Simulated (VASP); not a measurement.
Rh: single point with PBE

Crystal: Rh.

```
Rh
1.0
     2.67040    0.00000    0.00000
    -1.33520    2.31263    0.00000
     0.00000    0.00000    4.03430
Rh
2
Direct
  0.66667 0.33333 0.75000
  0.33333 0.66667 0.25000
```

This isn't the form of Rh at room conditions, which is fcc.

| Property | Result |
| --- | --- |
| Program | VASP 6.6.1 |
| Task | single point |
| Functional | PBE |
| Potentials or basis | VASP PAW PBE potentials, release 64 (Rh_pv) |
| Cutoff | 520 eV |
| k mesh | 18 × 18 × 10 |
| Occupations | gaussian, width 0.15 eV |
| Spin | no spin polarisation |

- Pressure: 45.9 GPa
- Band gap on the k mesh: zero (bands 15 and 16 overlap by 2.55 eV)

Stress tensor (GPa, compression positive):
```
36.56  0.00  0.00
 0.00 36.56  0.00
 0.00  0.00 64.62
```

Levels at points of the mesh, in eV from the Fermi level:
| k point | band 12 | band 13 | band 14 | band 15 | band 16 | band 17 | band 18 | band 19 |
| --- | --- | --- | --- | --- | --- | --- | --- | --- |
| (0.00, 0.00, 0.00) | -2.85 | -2.85 | -2.80 | -2.80 | 0.11 | 0.11 | 1.43 | 10.68 |
| (0.50, 0.00, 0.00) | -2.76 | -2.27 | 0.09 | 0.61 | 1.00 | 3.16 | 5.42 | 11.25 |
| (0.00, 0.00, 0.50) | -3.95 | -3.36 | -3.36 | -0.47 | -0.47 | -0.47 | -0.47 | 14.99 |
| (0.50, 0.00, 0.50) | -2.27 | -0.47 | -0.47 | 0.43 | 0.43 | 2.76 | 2.76 | 10.21 |

Wall time 81 s on 1 thread of Intel(R) Xeon(R) Platinum 8488C (Sapphire Rapids), on a shared host, peak memory 0.2 GiB.

Caveat: the cell stands under pressure.
